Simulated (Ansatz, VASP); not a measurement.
Two plane-wave programs on Ga16SbN15

```
Ga Sb N
1.0
     6.36000    0.00000    0.00000
    -3.18000    5.50792    0.00000
     0.00000    0.00000   10.33200
Ga Sb N
16 1 15
Cartesian
  0.0000 1.8360 0.0000
  0.0000 1.8360 5.1660
  -1.5900 4.5899 0.0000
  -1.5900 4.5899 5.1660
  3.1800 1.8360 0.0000
  3.1800 1.8360 5.1660
  1.5900 4.5899 0.0000
  1.5900 4.5899 5.1660
  1.5900 0.9180 2.5830
  1.5900 0.9180 7.7490
  0.0000 3.6719 2.5830
  0.0000 3.6719 7.7490
  4.7700 0.9180 2.5830
  4.7700 0.9180 7.7490
  3.1800 3.6719 2.5830
  3.1800 3.6719 7.7490
  0.0000 1.8360 1.9373
  0.0000 1.8360 7.1033
  -1.5900 4.5899 1.9373
  -1.5900 4.5899 7.1033
  3.1800 1.8360 1.9373
  3.1800 1.8360 7.1033
  1.5900 4.5899 1.9373
  1.5900 4.5899 7.1033
  1.5900 0.9180 4.5203
  1.5900 0.9180 9.6863
  0.0000 3.6719 4.5203
  0.0000 3.6719 9.6863
  4.7700 0.9180 4.5203
  4.7700 0.9180 9.6863
  3.1800 3.6719 4.5203
  3.1800 3.6719 9.6863
```

Alike in both runs: task electric field gradients; functional PBE; k mesh 4 × 4 × 2; occupations fermi-dirac, width 0.01 eV; no spin polarisation.

|  | VASP | Ansatz |
| --- | --- | --- |
| version | VASP 6.6.1 | Ansatz 0.2.0 |
| potentials or method | VASP PAW PBE potentials, release 64 (Ga_d, Sb, N) | plane-wave PAW, scalar-relativistic |
| plane-wave cutoff (eV) | 520 | 420 |
| valence electrons in the cell | 288 | 298 |

```csv
,VASP,Ansatz,Ansatz less VASP
gap on the k mesh at the Fermi level (eV),1.66,1.65,-0.010
rms of the force components (eV/Å),3.384,3.394,+0.0104
size of Vzz on the site where it differs most (V/Å²),137.3,103.7,-33.58
```

Atom by atom the forces differ by 0.012 eV/Å (rms over components). VASP's potentials hold 288 valence electrons a cell and Ansatz's 298, so a difference there can come from the potentials and not from the codes.

Spin-orbit coupling is off throughout.
